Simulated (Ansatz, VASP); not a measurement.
# Y3Al2N5: VASP beside Ansatz

```
Y Al N
1.0
    -1.67210    1.67210   11.49030
     1.67210   -1.67210   11.49030
     1.67210    1.67210  -11.49030
Y Al N
3 2 5
Direct
  0.69404 0.69404 0.00000
  0.30596 0.30596 0.00000
  0.50000 0.50000 0.00000
  0.90158 0.90158 0.00000
  0.09842 0.09842 0.00000
  0.81013 0.81013 0.00000
  0.40173 0.40173 0.00000
  0.00000 0.00000 0.00000
  0.59827 0.59827 0.00000
  0.18987 0.18987 0.00000
```

Alike in both runs: functional PBE; k mesh 8 × 8 × 8; occupations gaussian, width 0.1 eV; no spin polarisation.

Ansatz relaxed the structure, and its values are those at the end. VASP's run is a single point on that final structure, the one shown.

|  | VASP | Ansatz |
| --- | --- | --- |
| version | VASP 6.6.1 | Ansatz 0.2.0 |
| potentials or method | VASP PAW PBE potentials, release 64 (Y_sv, Al, N), cutoff 520 eV | scalar-relativistic, plane waves, PAW |
| valence electrons in the cell | 64 | 64 |

```tsv
	VASP	Ansatz	Ansatz less VASP
gap on the k mesh at the Fermi level (eV)	0.47	0.47	+0.002
least direct gap on the mesh (eV)	0.48	0.48	+0.002
pressure (GPa)	-0.5	-0.3	+0.22
rms of the force components (eV/Å)	0.006	0.005	-0.0007
```
